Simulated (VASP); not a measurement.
A run of VASP 6.6.1:

Contents of INCAR:

```
SYSTEM = LiAlO
PREC = Accurate ; ENCUT = 600
EDIFF = 1E-7 ; ISMEAR = 0
SIGMA = 0.1 ; LREAL = .False.
LASPH = .True. ; NELM = 80
ALGO = Normal ; ISIF = 3
LWAVE = .False. ; LCHARG = .False.
GGA = PE ; IBRION = 2
NSW = 90 ; EDIFFG = -0.04
```

File KPOINTS:

```
Automatic mesh
0
Gamma
  6 6 4
  0 0 0
```

Contents of POSCAR:

```
LiAlO
1.0
    3.1177477640      0.0000000000      0.0000000000
    0.0000000000      3.1177477640      0.0000000000
    0.0000000000      0.0000000000      6.9220215172
Li Al O
2 2 2
Direct
    0.0000000000      0.0000000000      0.0000000000
    0.5000000000      0.5000000000      0.0000000000
    0.5000000000      0.0000000000      0.6625183954
    0.0000000000      0.5000000000      0.3374816046
    0.5000000000      0.0000000000      0.3926944136
    0.0000000000      0.5000000000      0.6073055864
```

Potentials or basis: VASP PAW PBE potentials, release 64 (Li_sv, Al, O).

Launch:

```console
$ cat potpaw_PBE.64/Li_sv/POTCAR potpaw_PBE.64/Al/POTCAR potpaw_PBE.64/O/POTCAR > POTCAR
$ mpirun -np 1 vasp_std > vasp.out
```

Hardware: 1 thread of Intel(R) Xeon(R) Platinum 8375C CPU @ 2.90GHz (Ice Lake), on a shared host.

Question: Estimate the wall time of this run.

Answer: Run time: 35 s on 1 thread of Intel(R) Xeon(R) Platinum 8375C CPU @ 2.90GHz (Ice Lake), with other jobs on the host, peak memory 0.2 GiB. Counts: scf iterations 15, k points 30, ion steps 1.
